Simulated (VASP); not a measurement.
Set up this calculation in VASP 6.6.1, as the native input.

| Quantity | Value |
| --- | --- |
| Task | single point |
| Functional | PBEsol |
| Potentials or basis | VASP PAW PBE potentials, release 64 (Ru_pv) |
| Cutoff | 500 eV |
| k mesh | 11 × 11 × 11 |
| Occupations | fermi-dirac, width 0.1 eV |
| Spin | no spin polarisation |
| Dipole correction | no |
| Further INCAR settings | ALGO = Normal; EDIFF = 1e-06; NBANDS = 21 |

The structure of Ru lies in POSCAR:

```
Ru
1.0
    0.0000000000      2.6593379413      2.6593379413
    2.6593379413      0.0000000000      2.6593379413
    2.6593379413      2.6593379413      0.0000000000
Ru
2
Direct
    0.1250000000      0.1250000000      0.1250000000
    0.8750000000      0.8750000000      0.8750000000
```

This cell differs from its parent crystal: volume scaled by 0.96.

The input as run:

INCAR

```
ALGO = Normal
EDIFF = 1E-6
ENCUT = 500
GGA = PS
GGA_COMPAT = F
ISIF = 2
ISMEAR = -1
LASPH = T
LCHARG = F
LREAL = F
LWAVE = F
NBANDS = 21
NELM = 120
PREC = Accurate
SIGMA = 0.1
```

KPOINTS

```
k-points
0
Gamma
  11 11 11
```

Potentials or basis: VASP PAW PBE potentials, release 64 (Ru_pv).

Run with:

```sh
$ cat potpaw_PBE.64/Ru_pv/POTCAR > POTCAR
$ mpirun -np 1 vasp_std > vasp.out
```

It gave:

```yaml
Pressure: 8.6 GPa
Band_gap_on_the_k_mesh: zero (band 14 reaches 8.20 eV, above the bottom of band 15 at 7.30 eV)
```

Caveat: the PAW data sets were made with another functional, which shifts forces and pressure a little.

Wall time 60 s on 1 thread of Intel Xeon 8259CL, with other jobs on the host, peak memory 0.17 GiB.
